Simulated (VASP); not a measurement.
# Fe: single point with PBEsol

Fe:

```
Fe
1.0
     2.43416    0.00000    0.00000
    -1.21708    2.10804    0.00000
     0.00000    0.00000    3.72668
Fe
2
Cartesian
  0.0000 1.4054 0.9317
  1.2171 0.7027 2.7950
```

This cell differs from its parent crystal: zz strain of -3 %.

```yaml
Program: VASP 6.6.1
Task: single point
Functional: PBEsol
Potentials_or_basis: VASP PAW PBE potentials, release 64 (Fe)
Cutoff: 520 eV
k_mesh: 17 × 17 × 10
Occupations: fermi-dirac, width 0.08 eV
Spin: no spin polarisation
Dipole_correction: no
Further_INCAR_settings: ALGO = Normal; EDIFF = 1e-06; NBANDS = 15
```

| Property | Result |
| --- | --- |
| Pressure | 9.3 GPa |
| Band gap on the k mesh | zero (bands 8 and 9 overlap by 1.98 eV) |

Stress tensor (GPa, compression positive):
```
 3.67  0.00  0.00
 0.00  3.67  0.00
 0.00  0.00 20.59
```

Levels at points of the mesh, in eV from the Fermi level:
| k point | band 4 | band 5 | band 6 | band 7 | band 8 | band 9 | band 10 | band 11 | band 12 | band 13 |
| --- | --- | --- | --- | --- | --- | --- | --- | --- | --- | --- |
| (0.00, 0.00, 0.00) | -1.86 | -1.46 | -1.28 | -1.28 | -1.10 | -1.10 | 0.79 | 0.79 | 0.98 | 9.89 |
| (0.00, 0.00, 0.50) | -2.12 | -2.05 | -2.05 | -2.05 | -2.05 | 0.38 | 0.38 | 0.38 | 0.38 | 18.68 |

Wall time 72 s on 1 thread of Intel Xeon 8259CL, on a shared host, peak memory 0.16 GiB.

Caveat: the cell differs from its parent crystal (zz strain of -3 %); the cell stands under pressure; the PAW data sets were made with another functional, which shifts forces and pressure a little; the run has no spin polarisation, though such a crystal can be magnetic. Spin polarisation is off, so any magnetic state and its effect on volume and gap are missing.
